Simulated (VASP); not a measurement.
Input of a VASP 6.6.1 run:

The input INCAR:

```
PREC = Accurate
ENCUT = 600
EDIFF = 1E-6
ISMEAR = -1
SIGMA = 0.13605693122994
LREAL = False
LASPH = True
NELM = 120
ALGO = Normal
ISIF = 2
LWAVE = False
LCHARG = False
GGA = PE
NBANDS = 16
GGA_COMPAT = False
```

KPOINTS

```
Automatic mesh
0
Gamma
  6 6 6
```

Contents of POSCAR:

```
GaN
1.0
    0.0000000000      2.2535006075      2.2535006075
    2.2535006075      0.0000000000      2.2535006075
    2.2535006075      2.2535006075      0.0000000000
Ga N
1 1
Direct
    0.0000000000      0.0000000000      0.0000000000
    0.7500000000      0.7500000000      0.7500000000
```

Potentials or basis: VASP PAW PBE potentials, release 64 (Ga_d, N).

Launch:

```sh
$ cat potpaw_PBE.64/Ga_d/POTCAR potpaw_PBE.64/N/POTCAR > POTCAR
$ mpirun -np 1 vasp_std > vasp.out
```

Task: Estimate the pressure.

Result: 4.9 GPa.

Task: Predict the band gap on the k mesh.

Result: 1.72 eV, direct.
